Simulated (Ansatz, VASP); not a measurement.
## Two plane-wave programs on MnS

```
Mn S
1.0
     0.00000    2.60450    2.60450
     2.60450    0.00000    2.60450
     2.60450    2.60450    0.00000
Mn S
1 1
Cartesian
  0.0000 0.0000 0.0000
  2.6045 2.6045 2.6045
```

Alike in both runs: functional HSE06; k mesh 5 × 5 × 5; occupations fermi-dirac, width 0.05 eV; collinear spin.

|  | VASP | Ansatz |
| --- | --- | --- |
| version | VASP 6.6.1 | Ansatz 0.2.0 |
| potentials or method | VASP PAW PBE potentials, release 64 (Mn_pv, S) | Ansatz PAW |
| plane-wave cutoff (eV) | 520 | 420 |
| valence electrons in the cell | 19 | 21 |
| task | single point | band structure |

```csv
,VASP,Ansatz,Ansatz less VASP
gap on the k mesh at the Fermi level (eV),1.18,1.18,-0.005
least direct gap on the mesh (eV),3.39,3.39,-0.001
pressure (GPa),1.9,1.9,+0.02
net moment per atom (μB),2.50,2.50,+0.001
size of the moment on the site where the two differ most (μB),4.56,4.51,-0.044
```

Site moments also hang on the region over which each program counts them. With one functional, cell and mesh, what is left measures potentials, basis and numerics. VASP's potentials hold 19 valence electrons a cell and Ansatz's 21, so a difference there can come from the potentials and not from the codes.

Noted on Ansatz's run: the magnetic or orbital state may not be the lowest; the k mesh misses the band edges, so the gap on the mesh is wider than the one along the path.
